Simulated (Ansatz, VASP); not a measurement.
HfN: VASP beside Ansatz

```
Hf N
1.0
     0.00000    2.24086    2.24086
     2.24086    0.00000    2.24086
     2.24086    2.24086    0.00000
Hf N
1 1
Direct
  0.00000 0.00000 0.00000
  0.50000 0.50000 0.50000
```

Change from the starting cell: volume scaled by 0.98.

Alike in both runs: task single point; functional PBE; k mesh 10 × 10 × 10; occupations fermi-dirac, width 0.05 eV; no spin polarisation.

|  | VASP | Ansatz |
| --- | --- | --- |
| version | VASP 6.6.1 | Ansatz 0.2.0 |
| potentials or method | VASP PAW PBE potentials, release 64 (Hf_pv, N), cutoff 520 eV | all-electron LAPW, scalar-relativistic |

VASP gave:

```
gap on the k mesh at the Fermi level (eV) : none
pressure (GPa)                            : 10.3
```

Question: What did Ansatz give for the same quantities?

Answer: gap on the k mesh at the Fermi level (eV): none; pressure (GPa): 12.8.

A gap of «none» marks a metal or a gap that the smearing closes. Ansatz ran all-electron here, and VASP with PAW potentials.

Spin-orbit coupling is off throughout.
